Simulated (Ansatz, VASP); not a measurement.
## One calculation of Al2P3, two programs

File INCAR:

```
ALGO = Normal
EDIFF = 1E-6
EDIFFG = -0.04
ENCUT = 600
GGA = PE
IBRION = 2
ISIF = 3
ISMEAR = 0
LASPH = T
LCHARG = F
LREAL = F
LWAVE = F
NELM = 80
NSW = 90
PREC = Accurate
SIGMA = 0.1
```

The input KPOINTS:

```
k-points
0
Gamma
  6 6 4
```

The input POSCAR:

```
Al2P3
1.0
    4.2759448200      0.0000000000      0.0000000000
   -2.1379724100      3.7030768400      0.0000000000
    0.0000000000      0.0000000000      3.8685851000
Al P
2 3
Direct
    0.0000000000      0.0000000000      0.5000000000
    0.0000000000      0.0000000000      0.0000000000
    0.5000000000      0.0000000000      0.0000000000
    0.0000000000      0.5000000000      0.0000000000
    0.5000000000      0.5000000000      0.0000000000
```

Input for Ansatz:

```yaml
crystal:
  lattice:
    - [4.27594482, 0.0, 0.0]
    - [-2.13797241, 3.70307684, 0.0]
    - [0.0, 0.0, 3.8685851]
  atoms:
    - { symbol: Al, position: [0.0, 0.0, 0.5] }
    - { symbol: Al, position: [0.0, 0.0, 0.0] }
    - { symbol: P, position: [0.5, 0.0, 0.0] }
    - { symbol: P, position: [0.0, 0.5, 0.0] }
    - { symbol: P, position: [0.5, 0.5, 0.0] }
basis:
  ecutwfc: 420
kpoints:
  mp_grid: { grid: [6, 6, 4] }
hamiltonian:
  xc: pbe
scf:
  occupations: { method: gaussian, width: 0.1 }
  lower_state_search: "off"
output:
  forces: true
  stress: true
  eigenvalues: true
relax:
  adjacent_minimum: "off"
  f_tol: 0.04
  max_steps: 70
  cell: { stress_tol: 0.4 }
```

Alike in both runs: task relaxation of cell and atoms; functional PBE; k mesh 6 × 6 × 4; occupations gaussian, width 0.1 eV; no spin polarisation.

|  | VASP | Ansatz |
| --- | --- | --- |
| version | VASP 6.6.1 | Ansatz 0.2.0 |
| potentials or method | VASP PAW PBE potentials, release 64 (Al, P), cutoff 600 eV | scalar-relativistic, plane waves, PAW |
| valence electrons in the cell | 21 | 21 |

Ansatz gave:

| Item | Value |
| --- | --- |
| gap on the k mesh at the Fermi level, each at its own relaxed structure (eV) | none |
| relaxed volume (Å³/atom) | 23.06 |
| relaxed cell length with the largest relative difference (Å) | 5.150 |

Which values does VASP return?

gap on the k mesh at the Fermi level, each at its own relaxed structure (eV): none; relaxed volume (Å³/atom): 23.06; relaxed cell length with the largest relative difference (Å): 5.146.

A gap of «none» marks a metal or a gap that the smearing closes.

The k mesh is coarse, so the values compare programs but aren't converged. Noted on VASP's run: the volume moved by over 15 % at a fixed basis, so the end points are rough.
